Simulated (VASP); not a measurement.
Wanted: the native input for a VASP 6.6.1 run.

```yaml
Task: single point
Functional: PBEsol
Potentials_or_basis: VASP PAW PBE potentials, release 64 (Al)
Cutoff: 520 eV
k_mesh: 24 × 24 × 24
Occupations: gaussian, width 0.15 eV
Spin: no spin polarisation
Dipole_correction: no
Further_INCAR_settings: ALGO = Fast; EDIFF = 1e-07; NBANDS = 8
```

The structure of Al lies in POSCAR:

```
Al
1.0
   -1.6130189153      1.6130189153      1.5484981587
    1.6130189153     -1.6130189153      1.5484981587
    1.6130189153      1.6130189153     -1.5484981587
Al
1
Direct
    0.0000000000      0.0000000000      0.0000000000
```

This cell differs from its parent crystal: ratio of the length along z to the lengths across it x 0.96, volume and fractional coordinates fixed.

The input as run:

INCAR

```
SYSTEM = Al
PREC = Accurate
ENCUT = 520
EDIFF = 1E-7
ISMEAR = 0
SIGMA = 0.15
LREAL = .False.
LASPH = .True.
NELM = 60
ALGO = Fast
ISIF = 2
LWAVE = .False.
LCHARG = .True.
GGA = PS
LELF = .True.
LVHAR = .True.
NBANDS = 8
```

KPOINTS

```
Automatic mesh
0
Gamma
  24 24 24
  0 0 0
```

Potentials or basis: VASP PAW PBE potentials, release 64 (Al).

Command:

```bash
$ cat potpaw_PBE.64/Al/POTCAR > POTCAR
$ mpirun -np 1 vasp_std > vasp.out
```

Results of the run:

```yaml
Pressure: 2.3 GPa
Band_gap_on_the_k_mesh: zero (an odd number of electrons rules out a gap without spin polarisation)
```

Caveat: the PAW data sets were made with another functional, which shifts forces and pressure a little.

It took 3 min on 1 thread of Intel Xeon 8259CL, with other jobs on the host, peak memory 0.23 GiB.
